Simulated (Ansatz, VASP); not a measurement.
## One calculation of Al2Ru, two programs

The input INCAR:

```
SYSTEM = Al2Ru
PREC = Accurate
ENCUT = 520
EDIFF = 1E-6
ISMEAR = 0
SIGMA = 0.03
LREAL = .FALSE.
LASPH = .TRUE.
NELM = 60
ALGO = Normal
ISIF = 2
LWAVE = .FALSE.
LCHARG = .FALSE.
GGA = PS
NBANDS = 29
```

The input KPOINTS:

```
regular mesh
0
G
  10 10 10
  0 0 0
```

POSCAR

```
Al2Ru
1.0
    0.0000000000      3.9876480406      4.3193031585
    2.3505690924      0.0000000000      4.3193031585
    2.3505690924      3.9876480406      0.0000000000
Al Ru
4 2
Direct
    0.0789481736      0.4210518264      0.0789481736
    0.4210518264      0.0789481736      0.4210518264
    0.1710518264      0.8289481736      0.1710518264
    0.8289481736      0.1710518264      0.8289481736
    0.7500000000      0.7500000000      0.7500000000
    0.5000000000      0.5000000000      0.5000000000
```

Input for Ansatz:

```yaml
crystal:
  lattice:
    - [0.0, 3.9876480406, 4.3193031585]
    - [2.3505690924, 0.0, 4.3193031585]
    - [2.3505690924, 3.9876480406, 0.0]
  atoms:
    - { symbol: Al, position: [0.0789481736, 0.4210518264, 0.0789481736] }
    - { symbol: Al, position: [0.4210518264, 0.0789481736, 0.4210518264] }
    - { symbol: Al, position: [0.1710518264, 0.8289481736, 0.1710518264] }
    - { symbol: Al, position: [0.8289481736, 0.1710518264, 0.8289481736] }
    - { symbol: Ru, position: [0.75, 0.75, 0.75] }
    - { symbol: Ru, position: [0.5, 0.5, 0.5] }
basis:
  ecutwfc: 420
kpoints:
  mp_grid: { grid: [10, 10, 10] }
hamiltonian:
  xc: pbesol
scf:
  occupations: { method: gaussian, width: 0.03 }
output:
  forces: true
  stress: true
  eigenvalues: true
```

Change from the starting cell: strain +0.000 along x and y, -0.015 along z, atoms carried along.

Alike in both runs: task single point; functional PBEsol; k mesh 10 × 10 × 10; occupations gaussian, width 0.03 eV; no spin polarisation.

|  | VASP | Ansatz |
| --- | --- | --- |
| version | VASP 6.6.1 | Ansatz 0.2.0 |
| potentials or method | VASP PAW PBE potentials, release 64 (Al, Ru_pv), cutoff 520 eV | scalar-relativistic, plane waves, PAW |
| valence electrons in the cell | 40 | 44 |

Ansatz gave:

```
gap on the k mesh at the Fermi level (eV)                     : 0.17
least direct gap on the mesh (eV)                             : 1.25
pressure (GPa)                                                : 3.1
traceless stress, the component that is largest in VASP (GPa) : 3.15
rms of the force components (eV/Å)                            : 0.012
```

Q: Estimate VASP's values.

A: gap on the k mesh at the Fermi level (eV): 0.17; least direct gap on the mesh (eV): 1.25; pressure (GPa): 3.2; traceless stress, the component that is largest in VASP (GPa): 3.19; rms of the force components (eV/Å): 0.012.

VASP's potentials were made for PBE, not for PBEsol. Atom by atom the forces differ by 0.000 eV/Å (rms over components). The functional is the same, so the differences come from potentials, cutoffs and numerics. VASP's potentials hold 40 valence electrons a cell and Ansatz's 44, so a difference there can come from the potentials and not from the codes.
